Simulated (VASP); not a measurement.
## SiNi3: single point with PBEsol

The system is SiNi3.

```
CELL_PARAMETERS angstrom
3.46125 0.00000 0.00000
0.00000 3.46125 0.00000
0.00000 0.00000 3.46125
ATOMIC_POSITIONS crystal
Si 0.00000 0.00000 0.00000
Ni 0.00000 0.50000 0.50000
Ni 0.50000 0.00000 0.50000
Ni 0.50000 0.50000 0.00000
```

```json
{
 "Program": "VASP 6.6.1",
 "Task": "single point",
 "Functional": "PBEsol",
 "Potentials or basis": "VASP PAW PBE potentials, release 64 (Si, Ni)",
 "Cutoff": "520 eV",
 "k mesh": "16 × 16 × 16",
 "Occupations": "gaussian, width 0.15 eV",
 "Spin": "no spin polarisation",
 "Dipole correction": "no",
 "Further INCAR settings": "ALGO = Fast; EDIFF = 1e-07; NBANDS = 25"
}
```

| Item | Value |
| --- | --- |
| Pressure | 0.2 GPa |
| Band gap on the k mesh | zero (bands 17 and 18 overlap by 0.25 eV) |

Levels at points of the mesh, in eV from the Fermi level:
| k point | band 14 | band 15 | band 16 | band 17 | band 18 | band 19 | band 20 | band 21 |
| --- | --- | --- | --- | --- | --- | --- | --- | --- |
| (0.00, 0.00, 0.00) | -0.66 | -0.66 | -0.32 | 0.02 | 0.02 | 0.02 | 5.19 | 6.49 |
| (0.50, 0.00, 0.00) | -1.37 | -1.22 | -0.59 | 0.02 | 3.76 | 3.76 | 5.32 | 5.32 |
| (0.50, 0.50, 0.00) | -1.52 | -1.19 | -1.09 | -1.02 | 0.68 | 0.68 | 5.85 | 6.51 |
| (0.50, 0.50, 0.50) | -1.33 | -1.33 | -0.53 | -0.23 | -0.23 | -0.23 | 1.39 | 4.16 |

Run time: 2.6 min on 1 thread of AMD EPYC 7R13 Processor (Zen 3) (shared host), peak memory 0.23 GiB.

Caveat: the PAW data sets were made with another functional, which shifts forces and pressure a little. Spin polarisation is off, so any magnetic state and its effect on volume and gap are missing.
